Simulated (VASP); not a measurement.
Here is a VASP 6.6.1 calculation.

INCAR

```
SYSTEM = TiAl
ALGO = Normal
EDIFF = 1E-7
ENCUT = 520
GGA = PS
ISIF = 2
ISMEAR = 0
LASPH = .TRUE.
LCHARG = .FALSE.
LREAL = .FALSE.
LWAVE = .FALSE.
NBANDS = 14
NELM = 60
PREC = Accurate
SIGMA = 0.1
```

File KPOINTS:

```
k-points
0
G
  14 14 14
  0 0 0
```

Contents of POSCAR:

```
TiAl
1.0
    3.2181992902      0.0000000000      0.0000000000
    0.0000000000      3.2181992902      0.0000000000
    0.0000000000      0.0000000000      3.2181992902
Ti Al
1 1
Direct
    0.5000000000      0.5000000000      0.5000000000
    0.0000000000      0.0000000000      0.0000000000
```

Potentials or basis: VASP PAW PBE potentials, release 64 (Ti_sv, Al).

Run with:

```console
$ cat potpaw_PBE.64/Ti_sv/POTCAR potpaw_PBE.64/Al/POTCAR > POTCAR
$ mpirun -np 1 vasp_std > vasp.out
```

Estimate the pressure.

-6.1 GPa.

Caveat: the PAW data sets were made with another functional, which shifts forces and pressure a little.
